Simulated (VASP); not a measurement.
Runs of VASP 6.6.1 on CaO. The structure is that of space group Fm-3m (No. 225), or close to it. The cells are those of the table. 

```tsv
task	cell	k mesh	cutoff (eV)	smearing	gap on the mesh (eV)	pressure (GPa)	relaxed volume (Å³/atom)
single point	a = 3.416 Å, angles 60.0°, 2 atoms	8 × 8 × 8	520	gaussian 0.02 eV	3.64	0.5	-
single point	a = 3.382 Å, angles 60.0°, 2 atoms	8 × 8 × 8	520	gaussian 0.02 eV	3.63	4.0	-
single point	a = 3.310 Å, angles 60.0°, 2 atoms	8 × 8 × 8	520	gaussian 0.02 eV	3.60	13.0	-
single point	a = 3.483 Å, angles 60.0°, 2 atoms	8 × 8 × 8	520	gaussian 0.02 eV	3.64	-5.0	-
relaxation of cell and atoms	relaxed from a = 3.414 Å, angles 60.0°, 2 atoms	6 × 6 × 6	600	gaussian 0.1 eV	3.64	-0.2	14.18
relaxation of cell and atoms	relaxed from a = 3.414 Å, angles 60.0°, 2 atoms	8 × 8 × 8	600	gaussian 0.02 eV	3.64	0.0	14.15
single point	a = 3.346 Å, angles 60.0°, 2 atoms	8 × 8 × 8	520	gaussian 0.02 eV	(c)	8.1	-
single point	a = 3.526 Å, angles 60.0°, 2 atoms	8 × 8 × 8	520	gaussian 0.02 eV	3.64	-7.8	-
single point	a = 3.414 Å, angles 60.0°, 2 atoms	6 × 6 × 6	520	gaussian 0.1 eV	3.64	0.7	-
single point	a = 3.274 Å, angles 60.0°, 2 atoms	8 × 8 × 8	520	gaussian 0.02 eV	(b)	18.7	-
single point	a = 3.450 Å, angles 60.0°, 2 atoms	8 × 8 × 8	520	gaussian 0.02 eV	3.64	(a)	-
```

Alike in all rows: level PBE; potentials or basis VASP PAW PBE potentials, release 64 (Ca_sv, O); no spin polarisation.

Estimate the missing entries.

(a) -2.5; (b) 3.57; (c) 3.62.

A k mesh can miss the band edges.
